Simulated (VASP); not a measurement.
Sn, 2 atoms in the cell. It takes space group Imma (No. 74, orthorhombic). The conventional cell has a = 5.820 Å, b = 5.820 Å, c = 3.174 Å, α = 90.00°, β = 90.00°, γ = 90.00°. Sn (site symmetry mm2) has 10 Sn at 2.96 to 3.92 Å within 4.0 Å.  This cell differs from its parent crystal: atoms displaced along a vibrational mode.

| Item | Value |
| --- | --- |
| Program | VASP 6.6.1 |
| Task | single point |
| Functional | PBEsol |
| Potentials or basis | VASP PAW PBE potentials, release 64 (Sn_d) |
| Cutoff | 520 eV |
| k mesh | 22 × 22 × 22 |
| Occupations | gaussian, width 0.15 eV |
| Spin | no spin polarisation |
| Dipole correction | no |
| Further INCAR settings | ALGO = Fast; EDIFF = 1e-06; NBANDS = 21 |

Potentials or basis: VASP PAW PBE potentials, release 64 (Sn_d).

Command:

```bash
$ cat potpaw_PBE.64/Sn_d/POTCAR > POTCAR
$ mpirun -np 1 vasp_std > vasp.out
```

Hardware: 1 thread of Oxide Virtual Turin-like Processor, with other jobs on the host.

Task: Estimate the wall time of this run.

Result: It took 48 min on 1 thread of Oxide Virtual Turin-like Processor, with other jobs on the host, peak memory 1.3 GiB. Counts: scf iterations 13, k points 1530.
